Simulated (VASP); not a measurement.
Runs of VASP 6.6.1 on GaAs. The structure is that of space group P4/mmm (No. 123), or close to it. The cells are those of the table. 

```tsv
task	cell	k mesh	cutoff (eV)	gap on the mesh (eV)	pressure (GPa)	relaxed volume (Å³/atom)
single point	a = 3.847, b = 3.847, c = 2.689 Å, 2 atoms	6 × 6 × 6	520	none	0.0	-
single point	a = 3.810, b = 3.810, c = 2.739 Å, 2 atoms	14 × 14 × 20	520	none	(b)	-
relaxation of cell and atoms	relaxed from a = 3.684, b = 3.684, c = 3.029 Å, 2 atoms	6 × 6 × 6	600	none	0.1	(a)
relaxation of cell and atoms	relaxed from a = 3.847, b = 3.847, c = 2.689 Å, 2 atoms	14 × 14 × 20	600	none	0.0	19.93
single point	a = 3.684, b = 3.684, c = 3.029 Å, angles 90.0, 90.0, 90.1°, 2 atoms	6 × 6 × 4	520	none	0.0	-
relaxation of cell and atoms	relaxed from a = 2.669, b = 2.669, c = 7.154 Å, angles 90.0, 90.0, 91.8°, 2 atoms	6 × 6 × 4	600	none	0.1	46.78
single point	a = 2.669, b = 2.669, c = 7.154 Å, angles 90.0, 90.0, 91.8°, 2 atoms	6 × 6 × 4	520	none	129.6	-
```

Alike in all rows: level PBE; potentials or basis VASP PAW PBE potentials, release 64 (Ga_d, As); no spin polarisation; smearing gaussian 0.1 eV.

Question: Estimate the missing entries.

Answer: (a) 19.85; (b) 0.2.

Caveats: some runs use coarse meshes; the volume moved by over 15 % at a fixed basis, so the end points are rough (some runs).

A k mesh can miss the band edges, and the runs leave out spin-orbit coupling on As, Ga.

A gap of «none» marks levels without a gap at the run's occupations.
